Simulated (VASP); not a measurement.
Input of a VASP 6.6.1 run:

Contents of INCAR:

```
PREC = Accurate
ENCUT = 520
EDIFF = 1E-6
ISMEAR = -1
SIGMA = 0.1
LREAL = False
LASPH = True
NELM = 80
ALGO = Normal
ISIF = 2
LWAVE = False
LCHARG = False
GGA = PE
NBANDS = 56
```

The input KPOINTS:

```
Automatic mesh
0
Gamma
  7 7 7
```

Contents of POSCAR:

```
SiMo3
1.0
    4.9054393496      0.0000000000      0.0000000000
    0.0000000000      4.9054393496      0.0000000000
    0.0000000000      0.0000000000      4.9054393496
Si Mo
2 6
Direct
    0.0000000000      0.0000000000      0.0000000000
    0.5000000000      0.5000000000      0.5000000000
    0.2500000000      0.0000000000      0.5000000000
    0.5000000000      0.7500000000      0.0000000000
    0.7500000000      0.0000000000      0.5000000000
    0.5000000000      0.2500000000      0.0000000000
    0.0000000000      0.5000000000      0.7500000000
    0.0000000000      0.5000000000      0.2500000000
```

Potentials or basis: VASP PAW PBE potentials, release 64 (Si, Mo_sv).

The run is started by

```sh
$ cat potpaw_PBE.64/Si/POTCAR potpaw_PBE.64/Mo_sv/POTCAR > POTCAR
$ mpirun -np 1 vasp_std > vasp.out
```

Problem. Predict the band gap on the k mesh.

Solution. Zero (bands 46 and 47 overlap by 1.96 eV).

Problem. Predict the pressure.

Solution. 0.5 GPa.
